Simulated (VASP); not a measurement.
Input of a VASP 6.6.1 run:

File INCAR:

```
SYSTEM = SnSe
PREC = Accurate
ENCUT = 520
EDIFF = 1E-6
ISMEAR = 0
SIGMA = 0.05
LREAL = .FALSE.
LASPH = .TRUE.
NELM = 100
ALGO = Normal
ISIF = 2
LWAVE = .FALSE.
LCHARG = .TRUE.
GGA = PE
LELF = .TRUE.
LVHAR = .TRUE.
NBANDS = 17
```

The input KPOINTS:

```
regular mesh
0
G
  10 10 10
  0 0 0
```

The input POSCAR:

```
SnSe
1.0
    0.0000000000      3.1215506000      3.1215506000
    3.1215506000      0.0000000000      3.1215506000
    3.1215506000      3.1215506000      0.0000000000
Sn Se
1 1
Direct
    0.0000000000      0.0000000000      0.0000000000
    0.5000000000      0.5000000000      0.5000000000
```

Potentials or basis: VASP PAW PBE potentials, release 64 (Sn_d, Se).

Launch:

```console
$ cat potpaw_PBE.64/Sn_d/POTCAR potpaw_PBE.64/Se/POTCAR > POTCAR
$ mpirun -np 1 vasp_std > vasp.out
```

Task: What does it give for the pressure?

Result: -3.6 GPa.

Task: Predict the band gap on the k mesh.

Result: 0.15 eV, direct.

Caveat: the cell differs from its parent crystal (strained); spin-orbit coupling is left out, which moves the levels of the heavy elements. A k mesh can miss the band edges.
